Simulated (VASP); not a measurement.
Write the native input for VASP 6.6.1 that does the following.

* Task: single point
* Functional: PBE
* Potentials or basis: VASP PAW PBE potentials, release 64 (Re)
* Cutoff: 520 eV
* k mesh: 18 × 18 × 10
* Occupations: gaussian, width 0.05 eV
* Spin: no spin polarisation
* Dipole correction: no
* Further INCAR settings: ALGO = Normal; EDIFF = 1e-06; NBANDS = 14

The structure of Re lies in POSCAR:

```
Re
1.0
    2.7744319908      0.0000000000      0.0000000000
   -1.3872159954      2.4027285851      0.0000000000
    0.0000000000      0.0000000000      4.4851855764
Re
2
Direct
    0.3333333333      0.6666666667      0.7500000000
    0.6666666667      0.3333333333      0.2500000000
```

The input as run:

INCAR

```
PREC     = Accurate       # precision mode
ENCUT    = 520            # plane-wave cutoff, eV
EDIFF    = 1E-6           # SCF threshold, eV
ISMEAR   = 0              # smearing method
SIGMA    = 0.05           # smearing width, eV
LREAL    = False          # projectors in reciprocal space
LASPH    = True           # aspherical terms in the spheres
NELM     = 100            # most SCF steps
ALGO     = Normal         # electronic algorithm
ISIF     = 2              # what is computed and relaxed
LWAVE    = False          # write WAVECAR
LCHARG   = False          # write CHGCAR
GGA      = PE             # functional
NBANDS   = 14             # bands
```

KPOINTS

```
Automatic mesh
0
Gamma
  18 18 10
```

Potentials or basis: VASP PAW PBE potentials, release 64 (Re).

The run is started by

```bash
$ cat potpaw_PBE.64/Re/POTCAR > POTCAR
$ mpirun -np 1 vasp_std > vasp.out
```

It gave:

The pressure is -0.5 GPa and the band gap on the k mesh is zero (bands 7 and 8 overlap by 3.08 eV).

Caveat: spin-orbit coupling is left out, which moves the levels of the heavy elements.

It took 2.4 min on 1 thread of AMD EPYC 7R43 64-Core Processor (Zen 3) (shared host), peak memory 0.18 GiB.
